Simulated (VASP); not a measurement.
# NaNb2O5 (P6/mmm) in VASP: further runs

Runs on NaNb2O5. Level: PBE. Tasks: single point.

Everything below comes from runs of VASP 6.6.1. Logs are shortened: lines on timing, memory, paths and dates and some standing lists are left out, and cuts for length are marked.

**1. The cell of the first run**

The structure is hexagonal, space group P6/mmm (No. 191). Conventional cell: a = 6.642 Å, b = 6.642 Å, c = 3.928 Å, α = 90.00°, β = 90.00°, γ = 120.00°. Na (site symmetry 6/mmm) has 18 O at 3.83 to 3.86 Å and 2 Na at 3.93 Å and 12 Nb at 4.31 Å within 5.0 Å. Within 2.5 Å of Nb (site symmetry -6m2) lie 5 O at 1.92 to 1.96 Å. O (site symmetry -6m2) has 2 Nb at 1.96 Å within 2.6 Å. O (site symmetry mmm) has 2 Nb at 1.92 Å within 2.5 Å.

The cell was generated, and may not be a known phase.

**2. Single point, PBE, collinear spin, zero start**

The input, INCAR:

```
PREC     = Accurate       # precision mode
ENCUT    = 520            # plane-wave cutoff, eV
EDIFF    = 1E-7           # SCF threshold, eV
ISMEAR   = 0              # smearing method
SIGMA    = 0.1            # smearing width, eV
LREAL    = F              # projectors in reciprocal space
LASPH    = T              # aspherical terms in the spheres
NELM     = 150            # most SCF steps
ALGO     = Normal         # electronic algorithm
ISIF     = 2              # what is computed and relaxed
LWAVE    = F              # write WAVECAR
LCHARG   = F              # write CHGCAR
ISPIN    = 2              # spin polarisation
MAGMOM   = 0 0 0 0 0 0 0 0 # initial moments
LORBIT   = 11             # projections on sites
LMAXMIX  = 4              # l up to which the mixer works
GGA      = PE             # functional
NBANDS   = 46             # bands
```

The input, KPOINTS:

```
regular mesh
0
Gamma
  3 3 4
```

The input, POSCAR:

```
NaNb2O5
1.0
    6.6422662545     -0.0000000026      0.0000000000
   -3.3211331250      5.7523713164      0.0000000000
    0.0000000000      0.0000000000      3.9283593440
Na Nb O
1 2 5
Direct
    0.0000000000      0.0000000000      0.0000000000
    0.3333333333      0.6666666667      0.5000000000
    0.6666666667      0.3333333333      0.5000000000
    0.3333333333      0.6666666667      0.0000000000
    0.9999910681      0.4999955340      0.5000000000
    0.5000044660      0.4999955340      0.5000000000
    0.5000044660      0.0000089319      0.5000000000
    0.6666666667      0.3333333333      0.0000000000
```

Potentials or basis: VASP PAW PBE potentials, release 64 (Na_pv, Nb_sv, O).

On the command line:

```bash
$ cat potpaw_PBE.64/Na_pv/POTCAR potpaw_PBE.64/Nb_sv/POTCAR potpaw_PBE.64/O/POTCAR > POTCAR
$ mpirun -np 1 vasp_std > vasp.out
```

OUTCAR:

```text
PREC = Accurate
   ENCUT = 520
   EDIFF = 1E-7
   ISMEAR = 0
   LREAL = F
   LASPH = T
   NELM = 150
   ISIF = 2
   ISPIN = 2
   LORBIT = 11
   GGA = PE

 ion  position               nearest neighbor table
   1  0.000  0.000  0.000-
   2  0.333  0.667  0.500-   5 1.92   7 1.92   6 1.92   4 1.96   4 1.96
   3  0.667  0.333  0.500-   5 1.92   6 1.92   7 1.92   8 1.96   8 1.96
   4  0.333  0.667  0.000-   2 1.96   2 1.96
   5  1.000  0.500  0.500-   3 1.92   2 1.92
   6  0.500  0.500  0.500-   3 1.92   2 1.92
   7  0.500  0.000  0.500-   3 1.92   2 1.92
   8  0.667  0.333  0.000-   3 1.96   3 1.96

  LATTYP: Found a hexagonal cell.
 ALAT       =     6.6422662545
 C/A-ratio  =     0.5914185300

  Lattice vectors:

 A1 = (   6.6422662545,  -0.0000000026,   0.0000000000)
 A2 = (  -3.3211331250,   5.7523713164,   0.0000000000)
 A3 = (   0.0000000000,   0.0000000000,   3.9283593440)

Analysis of symmetry for initial positions (statically):
=====================================================================
 Subroutine PRICEL returns:
 Original cell was already a primitive cell.

 Routine SETGRP: Setting up the symmetry group for a
 hexagonal supercell.

 Subroutine GETGRP returns: Found 12 space group operations
 (whereof 12 operations were pure point group operations)
 out of a pool of 24 trial point group operations.

The static configuration has the point symmetry D_3h.

Analysis of symmetry for dynamics (positions and initial velocities):
=====================================================================
 Subroutine PRICEL returns:
 Original cell was already a primitive cell.

 Routine SETGRP: Setting up the symmetry group for a
 hexagonal supercell.

 Subroutine GETGRP returns: Found 12 space group operations
 (whereof 12 operations were pure point group operations)
 out of a pool of 24 trial point group operations.

The dynamic configuration has the point symmetry D_3h.

Analysis of structural, dynamic, and magnetic symmetry:
=====================================================================
 Subroutine PRICEL returns:
 Original cell was already a primitive cell.

 Routine SETGRP: Setting up the symmetry group for a
 hexagonal supercell.

 Subroutine GETGRP returns: Found 12 space group operations
 (whereof 12 operations were pure point group operations)
 out of a pool of 24 trial point group operations.

The overall configuration has the point symmetry D_3h.

 Subroutine INISYM returns: Found 12 space group operations
 (whereof 12 operations are pure point group operations),
 and found     1 'primitive' translations

----------------------------------------------------------------------------------------

                                     Primitive cell

  volume of cell :     150.0978

  direct lattice vectors                    reciprocal lattice vectors
     6.642266254 -0.000000003  0.000000000     0.150551026  0.086920675  0.000000000
    -3.321133125  5.752371316  0.000000000     0.000000000  0.173841351  0.000000000
     0.000000000  0.000000000  3.928359344     0.000000000  0.000000000  0.254559197

  length of vectors
     6.642266254  6.642266255  3.928359344     0.173841351  0.173841351  0.254559197

  position of ions in fractional coordinates (direct lattice)
     0.000000000  0.000000000  0.000000000
     0.333333333  0.666666667  0.500000000
     0.666666667  0.333333333  0.500000000
     0.333333333  0.666666667  0.000000000
     0.999991068  0.499995534  0.500000000
     0.500004466  0.499995534  0.500000000
     0.500004466  0.000008932  0.500000000
     0.666666667  0.333333333  0.000000000

  ion indices of the primitive-cell ions
   primitive index   ion index
                 1           1
                 2           2
                 3           3
                 4           4
                 5           5
                 6           6
                 7           7
                 8           8
[... 38 lines left out ...]
   k-points           NKPTS =      9   k-points in BZ     NKDIM =      9   number of bands    NBANDS=     46
   number of dos      NEDOS =    301   number of ions     NIONS =      8
   total plane-waves  NPLWV =  75000
   dimension x,y,z NGX =    50 NGY =   50 NGZ =   30
   dimension x,y,z NGXF=   100 NGYF=  100 NGZF=   60
   ions per type =               1   2   5
   NGX,Y,Z   is equivalent  to a cutoff of  12.51, 12.51, 12.70 a.u.
   NGXF,Y,Z  is equivalent  to a cutoff of  25.03, 25.03, 25.39 a.u.
 SYSTEM =  unknown system
   PREC   = accura    normal or accurate (medium, high low for compatibility)
   ISTART =      0    job   : 0-new  1-cont  2-samecut
   ICHARG =      2    charge: 1-file 2-atom 10-const
   ISPIN  =      2    spin polarized calculation?
   LNONCOLLINEAR =      F non collinear calculations
   LSORBIT =      F    spin-orbit coupling
   LASPH  =      T    aspherical Exc in radial PAW
   ENCUT  =  520.0 eV  38.22 Ry    6.18 a.u.  12.35 12.35  7.30*2*pi/ulx,y,z
   NELM   =    150;   NELMIN=  2; NELMDL= -5     # of ELM steps
   EDIFF  = 0.1E-06   stopping-criterion for ELM
   LREAL  =      F    real-space projection
   EDIFFG = 0.1E-05   stopping-criterion for IOM
   NSW    =      0    number of steps for IOM
   IBRION =     -1    ionic relax: 0-MD 1-quasi-New 2-CG
   NFREE  =      0    steps in history (QN), initial steepest desc. (CG)
   ISIF   =      2    stress and relaxation
   ISYM   =      2    0-nonsym 1-usesym 2-fastsym
   POTIM  = 0.5000    time-step for ionic-motion
   TEBEG  =    0.0;   TEEND  =   0.0 temperature during run
   PSTRESS=    0.0 pullay stress
   NELECT =      63.0000    total number of electrons
   NUPDOWN=      -1.0000    fix difference up-down
   EMIN   =  10.00;   EMAX   =-10.00  energy-range for DOS
   EFERMI =   0.00;   METHOD = LEGACY
   ISMEAR =     0;   SIGMA  =   0.10  broadening in eV -4-tet -1-fermi 0-gaus
   EFERMI_NEDOS =   21; number of points for ismear=-14 and -15
   IALGO  =     38    algorithm
   IMIX   =      4    mixing-type and parameters
     AMIX     =   0.40;   BMIX     =  1.00
     AMIX_MAG =   1.60;   BMIX_MAG =  1.00
  volume/ion in A,a.u.               =      18.76       126.61
  Fermi-wavevector in a.u.,A,eV,Ry     =   1.225736  2.316305 20.441778  1.502428
  Thomas-Fermi vector in A             =   2.360763
   LORBIT       =     11    0 simple, 1 ext, 2 COOP (PROOUT), +10 PAW based schemes
   GGA     = PE    functional components
   LHFCALC =     F    Hartree Fock is set to
   AEXX    =    0.0000 exact exchange contribution
   IVDW    =     0    specifies the selected vdW correction
   LEPSILON=     F    determine dielectric tensor
   LRPA    =     F    only Hartree local field effects (RPA)
 spin polarized calculation
 Gauss-broadening in eV      SIGMA  =   0.10
  energy-cutoff  :      520.00
  volume of cell :      150.10
 maximum number of plane-waves:      4083
 NGX is ok and might be reduce to    50
   NGX = 25   NGY = 25   NGZ = 15

 number of electron      63.0000013 magnetization      -0.0001720

 number of electron      63.0000012 magnetization       0.0001897

 Free energy of the ion-electron system (eV)
  ---------------------------------------------------
  ext. energy  EPLUGINS =         0.00000000
  ---------------------------------------------------
  free energy    TOTEN  =       -64.90342887 eV

  energy without entropy =      -64.89642073  energy(sigma->0) =      -64.89992480

 E-fermi :   3.4781     XC(G=0):  -8.3180

 val. band max:        3.3968807688   @ k =   0.0000   0.0000   0.2500
 cond. band min:       3.8376535933   @ k =   0.3333   0.3333   0.0000
 fundamental gap:      0.4407728245
 Fermi energy:         3.4781450691

 spin component 1

 k-point     1 :       0.0000    0.0000    0.0000
  band No.  band energies     occupation
      1     -53.3195      1.00000
      2     -53.3123      1.00000
      3     -29.7492      1.00000
      4     -29.7492      1.00000
      5     -29.5685      1.00000
      6     -29.5685      1.00000
[... 403 lines left out ...]
     42       8.0930      0.00000
     43       8.0933      0.00000
 Fermi energy:         3.4781450691

 spin component 2

 k-point     1 :       0.0000    0.0000    0.0000
  band No.  band energies     occupation
      1     -53.3195      1.00000
      2     -53.3123      1.00000
      3     -29.7492      1.00000
      4     -29.7492      1.00000
      5     -29.5685      1.00000
      6     -29.5685      1.00000
[... 403 lines left out ...]
     42       8.0932      0.00000
     43       8.0934      0.00000
 [bands above 43 left out]

------------------------ aborting loop because EDIFF is reached ----------------------------------------

  FORCE on cell =-STRESS in cart. coord.  units (eV):
  Direction    XX          YY          ZZ          XY          YZ          ZX
  --------------------------------------------------------------------------------------
  -------------------------------------------------------------------------------------
  Total       -0.2371757     -0.2371757     -0.2009861      0.0000000     -0.0000000      0.0000000
  in kB       -2.5316656     -2.5316656     -2.1453700      0.0000000     -0.0000000      0.0000000
  external PRESSURE =      -2.4029004 kB  Pullay stress =       0.0000000 kB

 VOLUME and BASIS-vectors are now :
 -----------------------------------------------------------------------------
  energy-cutoff  :      520.00
  volume of cell :      150.10
      direct lattice vectors                 reciprocal lattice vectors
     6.642266254 -0.000000003  0.000000000     0.150551026  0.086920675  0.000000000
    -3.321133125  5.752371316  0.000000000     0.000000000  0.173841351  0.000000000
     0.000000000  0.000000000  3.928359344     0.000000000  0.000000000  0.254559197

 POSITION                                       TOTAL-FORCE (eV/Angst)
 -----------------------------------------------------------------------------------
      0.00000      0.00000      0.00000        -0.000000      0.000000      0.000000
      0.00000      3.83491      1.96418        -0.000000      0.000000      0.000000
      3.32113      1.91746      1.96418        -0.000000      0.000000      0.000000
      0.00000      3.83491      0.00000        -0.000000      0.000000      0.000000
      4.98166      2.87616      1.96418         0.001875      0.001082     -0.000000
      1.66061      2.87616      1.96418        -0.001875      0.001082     -0.000000
      3.32113      0.00005      1.96418        -0.000000     -0.002165      0.000000
      3.32113      1.91746      0.00000        -0.000000     -0.000000      0.000000
 -----------------------------------------------------------------------------------
    total drift:                               -0.000001      0.000001     -0.000000

  FREE ENERGIE OF THE ION-ELECTRON SYSTEM (eV)
  ---------------------------------------------------
  free  energy   TOTEN  =       -64.9034288724 eV

  energy  without entropy=      -64.8964207298  energy(sigma->0) =      -64.89992480

 total charge

# of ion       s       p       d       tot
------------------------------------------
    1        0.060   5.945   0.000   6.005
    2        2.204   6.118   2.195  10.516
    3        2.204   6.118   2.195  10.517
    4        1.574   3.465   0.000   5.039
    5        1.573   3.495   0.000   5.067
    6        1.573   3.495   0.000   5.067
    7        1.573   3.495   0.000   5.067
    8        1.574   3.465   0.000   5.039
--------------------------------------------------
tot         12.333  35.596   4.390  52.319

 magnetization (x)

# of ion       s       p       d       tot
------------------------------------------
    1        0.000   0.000   0.000   0.000
    2        0.000  -0.000  -0.000  -0.000
    3       -0.000  -0.000   0.000  -0.000
    4        0.000   0.000   0.000   0.000
    5        0.000   0.000   0.000   0.000
    6        0.000   0.000   0.000   0.000
    7        0.000   0.000   0.000   0.000
    8       -0.000   0.000   0.000   0.000
--------------------------------------------------
tot          0.000   0.000  -0.000   0.000
```

It took 4.7 min on 1 thread of Intel Xeon 8259CL, shared host; peak memory 0.36 GiB.

What came out:

* Free energy: -64.9034 eV
* Pressure: -0.2 GPa
* Net moment: 0.00 μB per cell
* Valence electrons inside the program's atomic spheres: Na 6.00; Nb 10.52; O 5.04, 5.07 (each value once)

Forces on the atoms (eV/Å):
```
Na   0.000  0.000  0.000
Nb   0.000  0.000  0.000
Nb   0.000  0.000  0.000
O    0.000  0.000  0.000
O    0.002  0.001  0.000
O   -0.002  0.001  0.000
O    0.000 -0.002  0.000
O    0.000  0.000  0.000
```

Caveat: the k points lie up to 0.40 Å⁻¹ apart; no moment was typed at the start, so none could form.

**3. Single point, PBE**

The input, INCAR:

```
  PREC = Accurate
  ENCUT = 520
  EDIFF = 1E-6
  ISMEAR = 0
  SIGMA = 0.1
  LREAL = False
  LASPH = True
  NELM = 100
  ALGO = Normal
  ISIF = 2
  LWAVE = False
  LCHARG = False
  GGA = PE
  NBANDS = 42
```

The input, KPOINTS:

```
Automatic mesh
0
Gamma
  6 6 10
```

The input, POSCAR:

```
NaNb2O5
1.0
    6.6419852630      0.0000000000      0.0000000000
   -3.3209926315      5.7521279693      0.0000000000
    0.0000000000      0.0000000000      3.9303607865
Na Nb O
1 2 5
Direct
    0.0000000000      0.0000000000      0.0000000000
    0.3333333333      0.6666666667      0.5000000000
    0.6666666667      0.3333333333      0.5000000000
    0.3333333333      0.6666666667      0.0000000000
    0.0000000000      0.5000000000      0.5000000000
    0.5000000000      0.5000000000      0.5000000000
    0.5000000000      0.0000000000      0.5000000000
    0.6666666667      0.3333333333      0.0000000000
```

Potentials or basis: VASP PAW PBE potentials, release 64 (Na_pv, Nb_sv, O).

On the command line:

```bash
$ cat potpaw_PBE.64/Na_pv/POTCAR potpaw_PBE.64/Nb_sv/POTCAR potpaw_PBE.64/O/POTCAR > POTCAR
$ mpirun -np 1 vasp_std > vasp.out
```

It took 8.3 min on 1 thread of Intel Xeon 8259CL, shared host; peak memory 0.39 GiB.

It converged, with:

```
Free energy            : -64.8428 eV
Pressure               : -0.3 GPa
Band gap on the k mesh : zero (an odd number of electrons rules out a gap without spin polarisation)
```

Stress tensor (GPa, compression positive):
```
-0.29  0.00  0.00
 0.00 -0.29  0.00
 0.00  0.00 -0.18
```

Levels at points of the mesh, in eV from the Fermi level:
| k point | band 28 | band 29 | band 30 | band 31 | band 32 | band 33 | band 34 | band 35 |
| --- | --- | --- | --- | --- | --- | --- | --- | --- |
| (0.00, 0.00, 0.00) | -3.33 | -3.10 | -3.10 | -2.87 | -0.90 | -0.40 | -0.40 | 0.49 |
| (0.50, 0.00, 0.00) | -3.45 | -3.26 | -3.22 | -3.13 | -0.34 | 0.09 | 0.51 | 1.13 |
| (0.00, 0.00, 0.50) | -4.51 | -4.33 | -2.45 | -2.45 | 0.47 | 0.47 | 1.11 | 2.31 |
| (0.50, 0.00, 0.50) | -4.44 | -3.30 | -2.85 | -2.48 | 1.75 | 1.94 | 2.15 | 2.31 |

Caveat: an odd number of electrons without spin polarisation forces a metal; a magnetic or distorted state may lie lower.

The gap in the log of VASP goes by the Fermi energy; the results here count the filled bands.